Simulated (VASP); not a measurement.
A run of VASP 6.6.1:

Contents of INCAR:

```
ALGO = Normal ; EDIFF = 1E-7
EDIFFG = -0.002 ; ENCUT = 600
GGA = PS ; IBRION = 2
ISIF = 3 ; ISMEAR = 0
LASPH = True ; LCHARG = False
LREAL = False ; LWAVE = False
NELM = 60 ; NSW = 100
PREC = Accurate ; PSTRESS = 20.0
SIGMA = 0.01
```

Contents of KPOINTS:

```
k-points
0
Gamma
  8 8 4
```

File POSCAR:

```
ZnO
1.0
    3.2300090304      0.0000000000      0.0000000000
   -1.6150045152      2.7972698748      0.0000000000
    0.0000000000      0.0000000000      5.2143445338
Zn O
2 2
Direct
    0.3333333333      0.6666666667      0.5000406004
    0.6666666667      0.3333333333      0.0000406004
    0.6666666667      0.3333333333      0.3789693995
    0.3333333333      0.6666666667      0.8789693996
```

Potentials or basis: VASP PAW PBE potentials, release 64 (Zn, O).

The run is started by

```sh
$ cat potpaw_PBE.64/Zn/POTCAR potpaw_PBE.64/O/POTCAR > POTCAR
$ mpirun -np 1 vasp_std > vasp.out
```

Hardware: 1 thread of Intel Xeon 8259CL, with other jobs on the host.

Problem. Estimate the wall time of this run.

Solution. Wall time 2.1 min on 1 thread of Intel Xeon 8259CL, on a shared host, peak memory 0.2 GiB. Counts: scf iterations 33, k points 30, ion steps 3.
